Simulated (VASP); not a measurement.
Here is a VASP 6.6.1 calculation.

Contents of INCAR:

```
  PREC = Accurate
  ENCUT = 520
  EDIFF = 1E-6
  ISMEAR = -1
  SIGMA = 0.08
  LREAL = False
  LASPH = True
  NELM = 60
  ALGO = Normal
  ISIF = 2
  LWAVE = False
  LCHARG = False
  GGA = PS
  NBANDS = 17
```

KPOINTS

```
regular mesh
0
Gamma
  11 11 11
```

The input POSCAR:

```
SnTe
1.0
    0.0000000000      3.1459430650      3.1459430650
    3.1459430650      0.0000000000      3.1459430650
    3.1459430650      3.1459430650      0.0000000000
Sn Te
1 1
Direct
    0.0000000000      0.0000000000      0.0000000000
    0.5000000000      0.5000000000      0.5000000000
```

Potentials or basis: VASP PAW PBE potentials, release 64 (Sn_d, Te).

The run is started by

```sh
$ cat potpaw_PBE.64/Sn_d/POTCAR potpaw_PBE.64/Te/POTCAR > POTCAR
$ mpirun -np 1 vasp_std > vasp.out
```

**Question.** Predict the pressure.

**Answer.** -0.1 GPa.

Caveat: the PAW data sets were made with another functional, which shifts forces and pressure a little.
